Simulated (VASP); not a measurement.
Write the native input for VASP 6.6.1 that does the following.

| Property | Result |
| --- | --- |
| Task | single point |
| Functional | LDA |
| Potentials or basis | VASP PAW LDA potentials, release 64 (Ca_sv) |
| Cutoff | 520 eV |
| k mesh | 14 × 14 × 14 |
| Occupations | gaussian, width 0.15 eV |
| Spin | no spin polarisation |
| Dipole correction | no |
| Further INCAR settings | ALGO = Normal; EDIFF = 1e-07; NBANDS = 11 |

The structure of Ca lies in POSCAR:

```
Ca
1.0
    0.0000000000      2.7942000000      2.7942000000
    2.8221420000      0.0000000000      2.7942000000
    2.8221420000      2.7942000000      0.0000000000
Ca
1
Direct
    0.0000000000      0.0000000000      0.0000000000
```

This cell differs from its parent crystal: strain +0.0100 x Voigt [1, 0, 0, 0, 0, 0].

One way to write it, as run:

INCAR

```
SYSTEM = Ca
PREC = Accurate
ENCUT = 520
EDIFF = 1E-7
ISMEAR = 0
SIGMA = 0.15
LREAL = .FALSE.
LASPH = .TRUE.
NELM = 60
ALGO = Normal
ISIF = 2
LWAVE = .FALSE.
LCHARG = .TRUE.
GGA = CA
LELF = .TRUE.
LVHAR = .TRUE.
NBANDS = 11
```

KPOINTS

```
Automatic mesh
0
G
  14 14 14
  0 0 0
```

Potentials or basis: VASP PAW LDA potentials, release 64 (Ca_sv).

Run with:

```bash
$ cat potpaw_LDA.64/Ca_sv/POTCAR > POTCAR
$ mpirun -np 1 vasp_std > vasp.out
```

Results of the run:

```yaml
Pressure: -2.2 GPa
Band_gap_on_the_k_mesh: zero (bands 5 and 6 overlap by 0.29 eV)
```

Caveat: the cell differs from its parent crystal (strain +0.0100 x Voigt [1, 0, 0, 0, 0, 0]).

Wall time 3.1 min on 1 thread of Intel Xeon 8259CL, with other jobs on the host, peak memory 0.24 GiB.
